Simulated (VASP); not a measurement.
# BaLi2S2 (P1) in VASP: relaxation of cell and atoms with PBE

Aim: the relaxation of cell and atoms of BaLi2S2 with PBE.

Program: VASP 6.6.1. These are calculated values, not measurements. Logs are shortened: lines on timing, memory, paths and dates and some standing lists are left out, and cuts for length are marked.

**1. The cell of the first run**

The typed cell holds 10 atoms: a = 4.362 Å, b = 7.134 Å, c = 7.442 Å, α = 90.14°, β = 90.72°, γ = 92.00°.

**2. Relaxation of cell and atoms, PBE**

Input file INCAR:

```
ALGO = Normal ; EDIFF = 1E-6
EDIFFG = -0.025 ; ENCUT = 600
GGA = PE ; IBRION = 2
ISIF = 3 ; ISMEAR = 0
LASPH = T ; LCHARG = F
LREAL = F ; LWAVE = F
NELM = 100 ; NSW = 80
PREC = Accurate ; SIGMA = 0.1
```

Input file KPOINTS:

```
k-points
0
Gamma
  4 2 2
```

Input file POSCAR:

```
BaLi2S2
1.0
   -4.3608355981      0.0271180844      0.0755909302
    0.1254854578      0.0093048003     -7.1333881820
    0.0469699000     -7.4419841265      0.0097083176
Ba Li S
2 4 4
Direct
    0.4678097515     -0.0184681363      0.5084896321
    1.0683493926      1.0361486048     -0.0032914583
    0.4763901059      0.3635547094      0.8515137056
    0.9834278108      0.4217221746      0.3007559075
    1.0303679414      0.6180325627      0.6623314411
    0.5286243106      0.6064080349      0.1689193771
    0.5010671119      0.7006912088      0.8443128028
    1.0127130000      0.7485228849      0.3508742758
    0.9630986344      0.2861024375      0.6452703962
    0.4681519409      0.2372855187      0.1708239201
```

Potentials or basis: VASP PAW PBE potentials, release 64 (Ba_sv, Li_sv, S).

The run is started by

```bash
$ cat potpaw_PBE.64/Ba_sv/POTCAR potpaw_PBE.64/Li_sv/POTCAR potpaw_PBE.64/S/POTCAR > POTCAR
$ mpirun -np 1 vasp_std > vasp.out
```

OUTCAR:

```text
EDIFF = 1E-6
   EDIFFG = -0.025
   ENCUT = 600
   GGA = PE
   IBRION = 2
   ISIF = 3
   ISMEAR = 0
   LASPH = T
   LREAL = F
   NELM = 100
   NSW = 80
   PREC = Accurate

 ion  position               nearest neighbor table
   1  0.468  0.982  0.508-   8 2.79  10 3.11   9 3.17   8 3.18   7 3.21   9 3.31   5 3.38   2 4.07
                             2 4.19   2 4.46   2 4.66
   2  0.068  0.036  0.997-  10 2.56   3 3.09   9 3.21  10 3.31   7 3.31   8 3.35   7 3.56   4 3.59
                             1 4.07   1 4.19   1 4.46   1 4.66
   3  0.476  0.364  0.852-   7 2.40  10 2.54   2 3.09
   4  0.983  0.422  0.301-   8 2.36   6 2.60   2 3.59
   5  0.030  0.618  0.662-   9 2.38   7 2.50   8 2.50   1 3.38
   6  0.529  0.606  0.169-   7 2.51   4 2.60  10 2.64   8 2.66
   7  0.501  0.701  0.844-   3 2.40   5 2.50   6 2.51   1 3.21   2 3.31   2 3.56
   8  0.013  0.749  0.351-   4 2.36   5 2.50   6 2.66   1 2.79   1 3.18   2 3.35
   9  0.963  0.286  0.645-   5 2.38   1 3.17   2 3.21   1 3.31
  10  0.468  0.237  0.171-   3 2.54   2 2.56   6 2.64   1 3.11   2 3.31

  LATTYP: Found a triclinic cell.
 ALAT       =     4.3615750014
 B/A-ratio  =     1.9467696659
 C/A-ratio  =     1.7062961613
 COS(alpha) =     0.0043249971
 COS(beta)  =     0.0125050349
 COS(gamma) =     0.5430009048

  Lattice vectors:

 A1 = (  -4.3608355981,   0.0271180844,   0.0755909302)
 A2 = (  -4.4863210559,   0.0178132841,   7.2089791122)
 A3 = (  -0.0469699000,   7.4419841265,  -0.0097083176)

Analysis of symmetry for initial positions (statically):
=====================================================================
 Subroutine PRICEL returns:
 Original cell was already a primitive cell.

 Routine SETGRP: Setting up the symmetry group for a
 triclinic supercell.

 Subroutine GETGRP returns: Found  1 space group operations
 (whereof  1 operations were pure point group operations)
 out of a pool of  2 trial point group operations.

The static configuration has the point symmetry C_1 .

Analysis of symmetry for dynamics (positions and initial velocities):
=====================================================================
 Subroutine PRICEL returns:
 Original cell was already a primitive cell.

 Routine SETGRP: Setting up the symmetry group for a
 triclinic supercell.

 Subroutine GETGRP returns: Found  1 space group operations
 (whereof  1 operations were pure point group operations)
 out of a pool of  2 trial point group operations.

The dynamic configuration has the point symmetry C_1 .

 Subroutine INISYM returns: Found  1 space group operations
 (whereof  1 operations are pure point group operations),
 and found     1 'primitive' translations

----------------------------------------------------------------------------------------

                                     Primitive cell

[... 116 lines left out ...]
  Thomas-Fermi vector in A             =   2.153717
   LORBIT       =      0    0 simple, 1 ext, 2 COOP (PROOUT), +10 PAW based schemes
   GGA     = PE    functional components
   LHFCALC =     F    Hartree Fock is set to
   AEXX    =    0.0000 exact exchange contribution
   IVDW    =     0    specifies the selected vdW correction
   LEPSILON=     F    determine dielectric tensor
   LRPA    =     F    only Hartree local field effects (RPA)
 conjugate gradient relaxation of ions
 non-spin polarized calculation
 Gauss-broadening in eV      SIGMA  =   0.10
  energy-cutoff  :      600.00
  volume of cell :      231.42
 maximum number of plane-waves:      7750
 NGX is ok and might be reduce to    36
   NGX = 17   NGY = 29   NGZ = 29

--------------------------------------- Ionic step        1  -------------------------------------------

 number of electron      55.9999996 magnetization

 Free energy of the ion-electron system (eV)
  ---------------------------------------------------
  ext. energy  EPLUGINS =         0.00000000
  ---------------------------------------------------
  free energy    TOTEN  =       -42.10150575 eV

  energy without entropy =      -42.10150575  energy(sigma->0) =      -42.10150575

------------------------ aborting loop because EDIFF is reached ----------------------------------------

  FORCE on cell =-STRESS in cart. coord.  units (eV):
  Direction    XX          YY          ZZ          XY          YZ          ZX
  --------------------------------------------------------------------------------------
  -------------------------------------------------------------------------------------
  Total        4.8309999      1.9472246      3.3600799      4.1056022      3.4279406      6.0982705
  in kB       33.4459594     13.4810176     23.2624921     28.4238889     23.7323048     42.2195229
  external PRESSURE =      23.3964897 kB  Pullay stress =       0.0000000 kB
[... 113 lines left out ...]
  FREE ENERGIE OF THE ION-ELECTRON SYSTEM (eV)
  ---------------------------------------------------
  free  energy   TOTEN  =       -43.2450441205 eV

  energy  without entropy=      -43.2450441205  energy(sigma->0) =      -43.24504412

 E-fermi :   1.8643     XC(G=0):  -8.5277

 val. band max:        1.4287649805   @ k =   0.0000   0.0000   0.0000
 cond. band min:       4.1094821595   @ k =   0.5000  -0.0000   0.5000
 fundamental gap:      2.6807171790
 Fermi energy:         1.8642922809

 k-point     1 :       0.0000    0.0000    0.0000
  band No.  band energies     occupation
      1     -43.0164      2.00000
      2     -42.9427      2.00000
      3     -42.9130      2.00000
      4     -42.8890      2.00000
      5     -24.6656      2.00000
      6     -24.6017      2.00000
[... 433 lines left out ...]
     33       7.2873      0.00000
     34       7.3333      0.00000

[... ionic steps 4 to 13 ...]

--------------------------------------- Ionic step       14  -------------------------------------------

 number of electron      56.0000000 magnetization

------------------------ aborting loop because EDIFF is reached ----------------------------------------
[... 83 lines left out ...]
--------------------------------------- Ionic step       16  -------------------------------------------

 number of electron      56.0000006 magnetization

 Free energy of the ion-electron system (eV)
  ---------------------------------------------------
  ext. energy  EPLUGINS =         0.00000000
  ---------------------------------------------------
  free energy    TOTEN  =       -43.85226717 eV

  energy without entropy =      -43.85226717  energy(sigma->0) =      -43.85226717

 E-fermi :   1.8300     XC(G=0):  -8.4408

 val. band max:        1.2848016202   @ k =   0.0000   0.0000   0.0000
 cond. band min:       4.0060932173   @ k =   0.0000   0.0000   0.0000
 fundamental gap:      2.7212915971
 Fermi energy:         1.8299802618

 k-point     1 :       0.0000    0.0000    0.0000
  band No.  band energies     occupation
      1     -43.1218      2.00000
      2     -43.1126      2.00000
      3     -43.1102      2.00000
      4     -43.0985      2.00000
      5     -24.8515      2.00000
      6     -24.8006      2.00000
[... 470 lines left out ...]
  FREE ENERGIE OF THE ION-ELECTRON SYSTEM (eV)
  ---------------------------------------------------
  free  energy   TOTEN  =       -43.8522671702 eV

  energy  without entropy=      -43.8522671702  energy(sigma->0) =      -43.85226717

 reached required accuracy - stopping structural energy minimisation
```

OSZICAR:

```text
N       E                     dE             d eps       ncg     rms          rms(c)
DAV:   1     0.452055641705E+03    0.45206E+03   -0.25984E+04   816   0.171E+03
DAV:   2     0.108762681916E+02   -0.44118E+03   -0.42825E+03  1122   0.358E+02
DAV:   3    -0.390234883351E+02   -0.49900E+02   -0.49754E+02  1150   0.104E+02
DAV:   4    -0.434321278581E+02   -0.44086E+01   -0.43941E+01  1448   0.305E+01
[... 159 lines left out ...]
DAV:   3    -0.438523176155E+02    0.19161E-03   -0.10699E-03  1216   0.151E-01    0.699E-02
DAV:   4    -0.438522821207E+02    0.35495E-04   -0.12262E-04  1224   0.542E-02    0.355E-02
DAV:   5    -0.438522703865E+02    0.11734E-04   -0.27375E-05  1208   0.258E-02    0.169E-02
DAV:   6    -0.438522678901E+02    0.24964E-05   -0.61451E-06  1072   0.119E-02    0.423E-03
DAV:   7    -0.438522671702E+02    0.71990E-06   -0.64363E-07   496   0.509E-03
  16 F= -.43852267E+02 E0= -.43852267E+02  d E =-.598169E-03
```

CONTCAR:

```text
BaLi2S2
   1.00000000000000
    -4.3143813490145266    0.0003852612399789   -0.0020002463073053
    -0.0000332353477720    0.0035812783046919   -7.1536861358174129
     0.0004185910707122   -7.4698807839464507    0.0025954041121923
  Ba              Li              S
     2     4     4
Direct
     0.5001293317823124    0.0005468544119138    0.5000428905195761
     0.9997334838357850    0.9992570444449230    0.0000469049894689
     0.5000563639376752    0.3880368664899121    0.8343617713709903
     0.9999151877438931    0.3876188743839419    0.3314830466234661
     0.9992965274193605    0.6116692940933202    0.6667234262305651
     0.5010634857252227    0.6127826329524078    0.1670712389102939
     0.5005808127510110    0.7273394150157790    0.8331605044447792
     0.9997044792370532    0.7272952528474512    0.3329965011410899
     0.0007512333306868    0.2723527743259719    0.6675939417895831
     0.4987690942370009    0.2731009910343716    0.1665197739801877

  0.00000000E+00  0.00000000E+00  0.00000000E+00
  0.00000000E+00  0.00000000E+00  0.00000000E+00
  0.00000000E+00  0.00000000E+00  0.00000000E+00
  0.00000000E+00  0.00000000E+00  0.00000000E+00
  0.00000000E+00  0.00000000E+00  0.00000000E+00
  0.00000000E+00  0.00000000E+00  0.00000000E+00
  0.00000000E+00  0.00000000E+00  0.00000000E+00
  0.00000000E+00  0.00000000E+00  0.00000000E+00
  0.00000000E+00  0.00000000E+00  0.00000000E+00
  0.00000000E+00  0.00000000E+00  0.00000000E+00
```

Wall time 10 min (1 thread of AMD EPYC 9R45 (Zen 5), shared host); peak memory 0.4 GiB.

Results:

```yaml
Free_energy: -43.8523 eV
Relaxed_volume: 23.05 Å³/atom
Relaxed_cell: a = 4.314 Å, b = 7.154 Å, c = 7.470 Å, α = 90.05°, β = 90.01°, γ = 89.97°
Space_group_after_relaxing_to_0.1_Å: P-3m1 (No. 164)
Energy_gained_by_relaxing: 175.1 meV/atom
Ionic_steps: 16
Pressure_after_relaxing: 0.0 GPa
Largest_force_after_relaxing: 0.023 eV/Å
Band_gap_on_the_k_mesh: 2.72 eV
```

Forces in eV/Å, atoms in the order of the input:
```
Ba   0.001 -0.005  0.003
Ba  -0.002  0.005 -0.014
Li   0.002  0.006  0.005
Li  -0.001 -0.018 -0.011
Li  -0.006  0.006  0.002
Li   0.008  0.002  0.010
S    0.008  0.000 -0.003
S   -0.006 -0.012 -0.004
S    0.011  0.020 -0.001
S   -0.015 -0.004  0.014
```

Step by step:
| step | energy change (eV) | largest force (eV/Å) | pressure (GPa) | volume (Å³) |
| --- | --- | --- | --- | --- |
| 1 | 0.0000 | 4.4093 | 2.34 | 231.42 |
| 2 | -1.1430 | 0.8142 | -1.64 | 242.56 |
| 3 | -1.1435 | 0.8067 | -1.69 | 242.84 |
| 4 | -1.3693 | 0.6661 | -0.60 | 234.98 |
| 5 | -1.5278 | 0.4869 | 2.03 | 220.89 |
| 6 | -1.6718 | 0.2930 | 1.02 | 225.47 |
| 7 | -1.6944 | 0.3111 | 0.51 | 228.17 |
| 8 | -1.7214 | 0.1862 | -0.16 | 231.52 |
| 9 | -1.7242 | 0.1494 | -0.43 | 233.02 |
| 10 | -1.7366 | 0.1057 | -0.11 | 231.12 |
| 11 | -1.7395 | 0.1069 | 0.17 | 229.61 |
| 12 | -1.7444 | 0.0852 | 0.05 | 230.20 |
| 13 | -1.7462 | 0.0755 | -0.06 | 230.81 |
| 14 | -1.7492 | 0.0445 | -0.01 | 230.47 |
| 15 | -1.7502 | 0.0380 | 0.04 | 230.11 |
| 16 | -1.7508 | 0.0232 | -0.04 | 230.55 |

Final structure:
```
CELL_PARAMETERS angstrom
-4.31438 0.00039 -0.00200
-0.00003 0.00358 -7.15369
0.00042 -7.46988 0.00260
ATOMIC_POSITIONS crystal
Ba 0.50013 0.00055 0.50004
Ba 0.99973 0.99926 0.00005
Li 0.50006 0.38804 0.83436
Li 0.99992 0.38762 0.33148
Li 0.99930 0.61167 0.66672
Li 0.50106 0.61278 0.16707
S 0.50058 0.72734 0.83316
S 0.99970 0.72730 0.33300
S 0.00075 0.27235 0.66759
S 0.49877 0.27310 0.16652
```

Caveat: the k points lie up to 0.44 Å⁻¹ apart in the final cell; the cutoff is under 1.25 times the usual one of these potentials, so pressure, stress and relaxed cells hold a basis-set (Pulay) error; spin-orbit coupling is left out, which moves the levels of the heavy elements.
